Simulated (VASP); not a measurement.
# TiC (I4/mmm) in VASP: a series of runs, part 2 of 2

VASP 6.6.1. Earlier steps stand in the parts before.

## Step 3: Single point, PBEsol

This run uses another cell than the first one, of the same volume but with other edges.

File INCAR:

```
PREC = Accurate
ENCUT = 520
EDIFF = 1E-6
ISMEAR = 0
SIGMA = 0.15
LREAL = F
LASPH = T
NELM = 100
ALGO = Normal
ISIF = 2
LWAVE = F
LCHARG = T
GGA = PS
LELF = T
LVHAR = T
NBANDS = 15
```

File KPOINTS:

```
regular mesh
0
Gamma
  26 26 26
```

File POSCAR:

```
TiC
1.0
    0.0000000000      1.9125756098      2.7043819123
    1.9125756098      0.0000000000      2.7043819123
    1.9125756098      1.9125756098      0.0000000000
Ti C
1 1
Direct
    0.0000000000      0.0000000000      0.0000000000
    0.5000000000      0.5000000000      0.5000000000
```

Potentials or basis: VASP PAW PBE potentials, release 64 (Ti_sv, C).

On the command line:

```bash
cat potpaw_PBE.64/Ti_sv/POTCAR potpaw_PBE.64/C/POTCAR > POTCAR
mpirun -np 1 vasp_std > vasp.out
```

OUTCAR:

```text
PREC = Accurate
   ENCUT = 520
   EDIFF = 1E-6
   ISMEAR = 0
   LREAL = F
   LASPH = T
   NELM = 100
   ISIF = 2
   GGA = PS

 ion  position               nearest neighbor table
   1  0.000  0.000  0.000-   2 1.91   2 1.91   2 1.91   2 1.91
   2  0.500  0.500  0.500-   1 1.91   1 1.91   1 1.91   1 1.91

  LATTYP: Found a body centered tetragonal cell.
 ALAT       =     2.7047903664
 C/A-ratio  =     1.9996979772

  Lattice vectors:

 A1 = (  -1.9125756098,   0.0000000000,   2.7043819123)
 A2 = (   1.9125756098,   0.0000000000,   2.7043819123)
 A3 = (   0.0000000000,   1.9125756098,  -2.7043819123)

Analysis of symmetry for initial positions (statically):
=====================================================================
 Subroutine PRICEL returns:
 Original cell was already a primitive cell.

 Routine SETGRP: Setting up the symmetry group for a
 body centered tetragonal supercell.

 Subroutine GETGRP returns: Found 16 space group operations
 (whereof 16 operations were pure point group operations)
 out of a pool of 16 trial point group operations.

The static configuration has the point symmetry D_4h.

Analysis of symmetry for dynamics (positions and initial velocities):
=====================================================================
 Subroutine PRICEL returns:
 Original cell was already a primitive cell.

 Routine SETGRP: Setting up the symmetry group for a
 body centered tetragonal supercell.

 Subroutine GETGRP returns: Found 16 space group operations
 (whereof 16 operations were pure point group operations)
 out of a pool of 16 trial point group operations.

The dynamic configuration has the point symmetry D_4h.

 Subroutine INISYM returns: Found 16 space group operations
 (whereof 16 operations are pure point group operations),
 and found     1 'primitive' translations

----------------------------------------------------------------------------------------

                                     Primitive cell

  volume of cell :      19.7850

  direct lattice vectors                    reciprocal lattice vectors
     0.000000000  1.912575610  2.704381912    -0.261427573  0.261427573  0.184885129
     1.912575610  0.000000000  2.704381912     0.261427573 -0.261427573  0.184885129
     1.912575610  1.912575610  0.000000000     0.261427573  0.261427573 -0.184885129

  length of vectors
     3.312344636  3.312344636  2.704790366     0.413365774  0.413365774  0.413365774

  position of ions in fractional coordinates (direct lattice)
     0.000000000  0.000000000  0.000000000
     0.500000000  0.500000000  0.500000000

  ion indices of the primitive-cell ions
   primitive index   ion index
                 1           1
                 2           2

----------------------------------------------------------------------------------------

 KPOINTS: regular mesh

Automatic generation of k-mesh.
 Grid dimensions read from file:
 generate k-points for:   26   26   26

 Generating k-lattice:

  Cartesian coordinates                     Fractional coordinates (reciprocal lattice)
    -0.010054907  0.010054907  0.007110967     0.038461538  0.000000000  0.000000000
[... 42 lines left out ...]
   number of dos      NEDOS =    301   number of ions     NIONS =      2
   total plane-waves  NPLWV =  15680
   dimension x,y,z NGX =    28 NGY =   28 NGZ =   20
   dimension x,y,z NGXF=    56 NGYF=   56 NGZF=   40
   ions per type =               1   1
   NGX,Y,Z   is equivalent  to a cutoff of  14.05, 14.05, 12.29 a.u.
   NGXF,Y,Z  is equivalent  to a cutoff of  28.11, 28.11, 24.59 a.u.
 SYSTEM =  unknown system
   PREC   = accura    normal or accurate (medium, high low for compatibility)
   ISTART =      0    job   : 0-new  1-cont  2-samecut
   ICHARG =      2    charge: 1-file 2-atom 10-const
   ISPIN  =      1    spin polarized calculation?
   LNONCOLLINEAR =      F non collinear calculations
   LSORBIT =      F    spin-orbit coupling
   LASPH  =      T    aspherical Exc in radial PAW
   ENCUT  =  520.0 eV  38.22 Ry    6.18 a.u.   6.16  6.16  5.03*2*pi/ulx,y,z
   NELM   =    100;   NELMIN=  2; NELMDL= -5     # of ELM steps
   EDIFF  = 0.1E-05   stopping-criterion for ELM
   LREAL  =      F    real-space projection
   EDIFFG = 0.1E-04   stopping-criterion for IOM
   NSW    =      0    number of steps for IOM
   IBRION =     -1    ionic relax: 0-MD 1-quasi-New 2-CG
   NFREE  =      0    steps in history (QN), initial steepest desc. (CG)
   ISIF   =      2    stress and relaxation
   ISYM   =      2    0-nonsym 1-usesym 2-fastsym
   POTIM  = 0.5000    time-step for ionic-motion
   TEBEG  =    0.0;   TEEND  =   0.0 temperature during run
   PSTRESS=    0.0 pullay stress
   NELECT =      16.0000    total number of electrons
   NUPDOWN=      -1.0000    fix difference up-down
   EMIN   =  10.00;   EMAX   =-10.00  energy-range for DOS
   EFERMI =   0.00;   METHOD = LEGACY
   ISMEAR =     0;   SIGMA  =   0.15  broadening in eV -4-tet -1-fermi 0-gaus
   EFERMI_NEDOS =   21; number of points for ismear=-14 and -15
   IALGO  =     38    algorithm
   IMIX   =      4    mixing-type and parameters
     AMIX     =   0.40;   BMIX     =  1.00
     AMIX_MAG =   1.60;   BMIX_MAG =  1.00
  volume/ion in A,a.u.               =       9.89        66.76
  Fermi-wavevector in a.u.,A,eV,Ry     =   1.525234  2.882274 31.651750  2.326338
  Thomas-Fermi vector in A             =   2.633432
   LORBIT       =      0    0 simple, 1 ext, 2 COOP (PROOUT), +10 PAW based schemes
   GGA     = PS    functional components
   LHFCALC =     F    Hartree Fock is set to
   AEXX    =    0.0000 exact exchange contribution
   IVDW    =     0    specifies the selected vdW correction
   LEPSILON=     F    determine dielectric tensor
   LRPA    =     F    only Hartree local field effects (RPA)
 non-spin polarized calculation
 Gauss-broadening in eV      SIGMA  =   0.15
  energy-cutoff  :      520.00
  volume of cell :       19.78
 maximum number of plane-waves:       551
 NGX is ok and might be reduce to    28

 number of electron      16.0000001 magnetization

 Free energy of the ion-electron system (eV)
  ---------------------------------------------------
  ext. energy  EPLUGINS =         0.00000000
  ---------------------------------------------------
  free energy    TOTEN  =       -17.89568496 eV

  energy without entropy =      -17.89179715  energy(sigma->0) =      -17.89374106

 E-fermi :   9.6531     XC(G=0): -12.7709

 val. band max:        9.6526254967   @ k =  -0.1154   0.0000   0.0385
 cond. band min:       9.6569019225   @ k =   0.0769   0.0000   0.0385
 fundamental gap:      0.0042764258
 Fermi energy:         9.6530979485

 k-point     1 :       0.0000    0.0000    0.0000
  band No.  band energies     occupation
      1     -46.3323      2.00000
      2     -22.8013      2.00000
      3     -22.2758      2.00000
      4     -22.2758      2.00000
      5      -2.8978      2.00000
      6       8.6733      2.00000
      7       8.6970      2.00000
      8      10.1184      0.00001
      9      11.6604      0.00000
     10      11.6604      0.00000
     11      11.9907      0.00000
     12      11.9907      0.00000
     13      12.7008      0.00000
     14      21.8898      0.00000
[... 401 lines left out ...]
      2     -23.0553      2.00000
      3     -22.8183      2.00000
      4     -22.1858      2.00000
      5       0.0093      2.00000
      6       5.0349      2.00000
      7       5.9286      2.00000
      8       6.8384      2.00000
      9      12.0947      0.00000
     10      12.6514      0.00000
     11      13.8606      0.00000
     12      15.6681      0.00000
     13      18.1202      0.00000
     14      20.1668      0.00000
     15      25.3045      0.00000

 [... further k-points ...]

------------------------ aborting loop because EDIFF is reached ----------------------------------------

  FORCE on cell =-STRESS in cart. coord.  units (eV):
  Direction    XX          YY          ZZ          XY          YZ          ZX
  --------------------------------------------------------------------------------------
  -------------------------------------------------------------------------------------
  Total       12.5020557     12.5020557     -4.2803852      0.0000000      0.0000000      0.0000000
  in kB     1012.4107914   1012.4107914   -346.6236491      0.0000000      0.0000000      0.0000000
  external PRESSURE =     559.3993112 kB  Pullay stress =       0.0000000 kB

 VOLUME and BASIS-vectors are now :
 -----------------------------------------------------------------------------
  energy-cutoff  :      520.00
  volume of cell :       19.78
      direct lattice vectors                 reciprocal lattice vectors
     0.000000000  1.912575610  2.704381912    -0.261427573  0.261427573  0.184885129
     1.912575610  0.000000000  2.704381912     0.261427573 -0.261427573  0.184885129
     1.912575610  1.912575610  0.000000000     0.261427573  0.261427573 -0.184885129

 POSITION                                       TOTAL-FORCE (eV/Angst)
 -----------------------------------------------------------------------------------
      0.00000      0.00000      0.00000         0.000000     -0.000000     -0.000000
      1.91258      1.91258      2.70438        -0.000000      0.000000      0.000000
 -----------------------------------------------------------------------------------
    total drift:                               -0.000000      0.000000      0.000000

  FREE ENERGIE OF THE ION-ELECTRON SYSTEM (eV)
  ---------------------------------------------------
  free  energy   TOTEN  =       -17.8956849585 eV

  energy  without entropy=      -17.8917971527  energy(sigma->0) =      -17.89374106
```

OSZICAR:

```text
N       E                     dE             d eps       ncg     rms          rms(c)
DAV:   1     0.123140489855E+03    0.12314E+03   -0.80143E+03 40077   0.129E+03
DAV:   2    -0.152515163996E+02   -0.13839E+03   -0.12841E+03 43554   0.336E+02
DAV:   3    -0.229959429240E+02   -0.77444E+01   -0.76121E+01 49154   0.796E+01
DAV:   4    -0.232772567844E+02   -0.28131E+00   -0.28103E+00 51952   0.137E+01
DAV:   5    -0.232853260874E+02   -0.80693E-02   -0.80690E-02 50419   0.197E+00    0.242E+01
DAV:   6    -0.182581297649E+02    0.50272E+01   -0.11262E+01 55815   0.564E+01    0.672E+00
DAV:   7    -0.179205202779E+02    0.33761E+00   -0.16221E+00 42880   0.186E+01    0.692E+00
DAV:   8    -0.178902111775E+02    0.30309E-01   -0.17178E-01 50635   0.516E+00    0.137E+00
DAV:   9    -0.178950089845E+02   -0.47978E-02   -0.30582E-02 53329   0.153E+00    0.371E-01
DAV:  10    -0.178957928892E+02   -0.78390E-03   -0.43729E-03 49683   0.731E-01    0.229E-01
DAV:  11    -0.178956894990E+02    0.10339E-03   -0.14731E-04 47091   0.128E-01    0.542E-02
DAV:  12    -0.178956848004E+02    0.46986E-05   -0.30741E-05 42147   0.610E-02    0.140E-02
DAV:  13    -0.178956849585E+02   -0.15815E-06   -0.25525E-06 44135   0.143E-02
   1 F= -.17895685E+02 E0= -.17893741E+02  d E =-.388781E-02
```

stdout:

```text
POSCAR found type information on POSCAR TiC
 POSCAR found :  2 types and       2 ions
 scaLAPACK will be used
 -----------------------------------------------------------------------------
|                                                                             |
|                                                                             |
|     You enforced a specific xc type in the INCAR file but a different       |
|     I HOPE YOU KNOW WHAT YOU ARE DOING!                                     |
|                                                                             |
 -----------------------------------------------------------------------------

 LDA part: xc-table for (Slater+PW92), standard interpolation
 POSCAR, INCAR and KPOINTS ok, starting setup
 FFT: planning ... GRIDC
 FFT: planning ... GRID_SOFT
 FFT: planning ... GRID
 WAVECAR not read
 entering main loop
```

Wall time 4.9 min (1 thread of Intel Xeon Platinum 8488C (Sapphire Rapids), shared host); peak memory 0.49 GiB.

What came out:

- Free energy: -17.8957 eV
- Pressure: 55.9 GPa
- Band gap on the k mesh: zero (bands 8 and 9 overlap by 2.71 eV)

Caveat: the stress differs along the axes, from -35 to 101 GPa; the PAW data sets were made with another functional, which shifts forces and pressure a little.

## Step 4: Single point, PBEsol

This run uses another cell than the first one, of the same volume but with other edges.

File INCAR:

```
ALGO = Normal ; EDIFF = 1E-6
ENCUT = 520 ; GGA = PS
ISIF = 2 ; ISMEAR = 0
LASPH = True ; LCHARG = True
LELF = True ; LREAL = False
LVHAR = True ; LWAVE = False
NBANDS = 15 ; NELM = 80
PREC = Accurate ; SIGMA = 0.15
```

File KPOINTS:

```
k-points
0
Gamma
  26 26 26
```

File POSCAR:

```
TiC
1.0
    0.0000000000      2.2661854197      1.9262576068
    2.2661854197      0.0000000000      1.9262576068
    2.2661854197      2.2661854197      0.0000000000
Ti C
1 1
Direct
    0.0000000000      0.0000000000      0.0000000000
    0.5000000000      0.5000000000      0.5000000000
```

On the command line:

```bash
cat potpaw_PBE.64/Ti_sv/POTCAR potpaw_PBE.64/C/POTCAR > POTCAR
mpirun -np 1 vasp_std > vasp.out
```

It took 3.6 min on 1 thread of Intel Xeon Platinum 8488C (Sapphire Rapids), shared host; peak memory 0.48 GiB.

It converged, with:

| Quantity | Value |
| --- | --- |
| Free energy | -19.2313 eV |
| Pressure | 13.8 GPa |
| Band gap on the k mesh | zero (bands 8 and 9 overlap by 2.52 eV) |

Stress tensor (GPa, compression positive):
```
-17.70   0.00   0.00
  0.00 -17.70   0.00
  0.00   0.00  76.76
```

Levels at points of the mesh, in eV from the Fermi level:
| k point | band 5 | band 6 | band 7 | band 8 | band 9 | band 10 | band 11 | band 12 |
| --- | --- | --- | --- | --- | --- | --- | --- | --- |
| (0.00, 0.00, 0.00) | -12.54 | 0.35 | 0.35 | 1.15 | 1.44 | 1.44 | 1.54 | 1.63 |
| (0.50, 0.00, 0.00) | -8.69 | -6.04 | -3.35 | -3.20 | 2.66 | 3.52 | 4.68 | 7.55 |
| (0.50, 0.50, 0.00) | -10.16 | -1.98 | -1.98 | -0.86 | -0.86 | 3.01 | 3.62 | 3.62 |
| (0.50, 0.00, 0.50) | -10.41 | -4.04 | -1.56 | 0.30 | 0.77 | 2.45 | 3.19 | 3.91 |

Caveat: the stress differs along the axes, from -18 to 77 GPa; the PAW data sets were made with another functional, which shifts forces and pressure a little.

## Step 5: Single point, PBEsol

This run uses another cell than the first one, of the same volume but with other edges.

File INCAR:

```
SYSTEM = TiC
ALGO = Normal
EDIFF = 1E-7
ENCUT = 520
GGA = PS
ISIF = 2
ISMEAR = 0
LASPH = .TRUE.
LCHARG = .FALSE.
LREAL = .FALSE.
LWAVE = .FALSE.
NBANDS = 15
NELM = 100
PREC = Accurate
SIGMA = 0.15
```

File KPOINTS:

```
k-points
0
G
  26 26 26
  0 0 0
```

File POSCAR:

```
TiC
1.0
    0.0000000000      2.0201083678      2.4241300413
    2.0201083678      0.0000000000      2.4241300413
    2.0201083678      2.0201083678      0.0000000000
Ti C
1 1
Direct
    0.0000000000      0.0000000000      0.0000000000
    0.5000000000      0.5000000000      0.5000000000
```

On the command line:

```bash
cat potpaw_PBE.64/Ti_sv/POTCAR potpaw_PBE.64/C/POTCAR > POTCAR
mpirun -np 1 vasp_std > vasp.out
```

Wall time 3.4 min (1 thread of Intel Xeon Platinum 8488C (Sapphire Rapids), shared host); peak memory 0.49 GiB.

Results (log left out):

* Free energy: -19.2745 eV
* Pressure: 16.3 GPa
* Band gap on the k mesh: zero (bands 8 and 9 overlap by 2.07 eV)

Stress tensor (GPa, compression positive):
```
 39.46   0.00   0.00
  0.00  39.46   0.00
  0.00   0.00 -29.90
```

Levels at points of the mesh, in eV from the Fermi level:
```csv
k point,band 5,band 6,band 7,band 8,band 9,band 10,band 11,band 12
"(0.00, 0.00, 0.00)",-12.53,-0.24,0.47,1.19,1.26,1.26,1.98,1.98
"(0.50, 0.00, 0.00)",-8.68,-6.04,-3.48,-3.07,2.86,3.38,4.65,7.13
"(0.50, 0.50, 0.00)",-10.59,-4.55,-1.64,0.90,0.90,2.91,3.51,3.51
"(0.50, 0.00, 0.50)",-10.24,-2.72,-1.74,-0.33,-0.30,2.61,2.88,4.39
```

Caveat: the stress differs along the axes, from -30 to 39 GPa; the PAW data sets were made with another functional, which shifts forces and pressure a little.

## Step 6: Single point, PBEsol

This run uses another cell than the first one, of the same volume but with other edges.

File INCAR:

```
SYSTEM = TiC
PREC = Accurate ; ENCUT = 520
EDIFF = 1E-6 ; ISMEAR = 0
SIGMA = 0.15 ; LREAL = .FALSE.
LASPH = .TRUE. ; NELM = 100
ALGO = Normal ; ISIF = 2
LWAVE = .FALSE. ; LCHARG = .FALSE.
GGA = PS ; NBANDS = 15
```

File KPOINTS:

```
Automatic mesh
0
G
  26 26 26
  0 0 0
```

File POSCAR:

```
TiC
1.0
    0.0000000000      2.3320447615      1.8189949139
    2.3320447615      0.0000000000      1.8189949139
    2.3320447615      2.3320447615      0.0000000000
Ti C
1 1
Direct
    0.0000000000      0.0000000000      0.0000000000
    0.5000000000      0.5000000000      0.5000000000
```

Potentials or basis: VASP PAW PBE potentials, release 64 (Ti_sv, C).

On the command line:

```bash
cat potpaw_PBE.64/Ti_sv/POTCAR potpaw_PBE.64/C/POTCAR > POTCAR
mpirun -np 1 vasp_std > vasp.out
```

Run time: 4.1 min. Hardware: 1 thread of Intel Xeon Platinum 8488C (Sapphire Rapids), shared host; peak memory 0.49 GiB.

Results (log left out):

| Property | Result |
| --- | --- |
| Free energy | -18.3158 eV |
| Pressure | 31.5 GPa |
| Band gap on the k mesh | zero (bands 8 and 9 overlap by 2.53 eV) |

Stress tensor (GPa, compression positive):
```
-24.04   0.00   0.00
  0.00 -24.04   0.00
  0.00   0.00 142.58
```

Levels at points of the mesh, in eV from the Fermi level:
```csv
k point,band 4,band 5,band 6,band 7,band 8,band 9,band 10,band 11,band 12,band 13
"(0.00, 0.00, 0.00)",-32.27,-12.58,0.28,0.28,0.83,0.98,1.21,1.21,2.03,2.86
"(0.50, 0.00, 0.00)",-32.28,-8.44,-6.09,-3.71,-3.58,2.51,3.75,5.21,7.47,7.62
"(0.50, 0.50, 0.00)",-32.61,-10.31,-2.11,-1.31,-1.31,-0.90,3.22,3.51,3.51,7.98
"(0.50, 0.00, 0.50)",-32.30,-10.63,-4.30,-1.36,0.40,1.49,2.01,3.01,3.86,5.95
```

Caveat: the stress differs along the axes, from -24 to 143 GPa; the PAW data sets were made with another functional, which shifts forces and pressure a little.

## Step 7: Summary

| cell | gap on the mesh (eV) | pressure (GPa) |
| --- | --- | --- |
| a = 2.951, b = 2.951, c = 3.408 Å, angles 54.7, 54.7, 70.5°, 2 atoms | none | 57.2 |
| a = 3.312, b = 3.312, c = 2.705 Å, angles 65.9, 65.9, 48.2°, 2 atoms | none | 55.9 |
| a = 2.974, b = 2.974, c = 3.205 Å, angles 57.4, 57.4, 65.2°, 2 atoms | none | 13.8 |
| a = 3.156, b = 3.156, c = 2.857 Å, angles 63.1, 63.1, 53.8°, 2 atoms | none | 16.3 |
| a = 2.958, b = 2.958, c = 3.298 Å, angles 56.1, 56.1, 67.8°, 2 atoms | none | 31.5 |

Alike in all rows: task single point; level PBEsol; potentials or basis VASP PAW PBE potentials, release 64 (Ti_sv, C); no spin polarisation; k mesh 26 × 26 × 26; cutoff (eV) 520; smearing gaussian 0.15 eV.

Caveats: the PAW data sets were made with another functional, which shifts forces and pressure a little; the stress differs along the axes, from -26 to 224 GPa (at least some runs); the stress differs along the axes, from -35 to 101 GPa (at least some runs); the stress differs along the axes, from -18 to 77 GPa (at least some runs); the stress differs along the axes, from -30 to 39 GPa (at least some runs); the stress differs along the axes, from -24 to 143 GPa (at least some runs).

Total energies depend on the potentials used, so only differences within one code and one set of settings carry meaning.
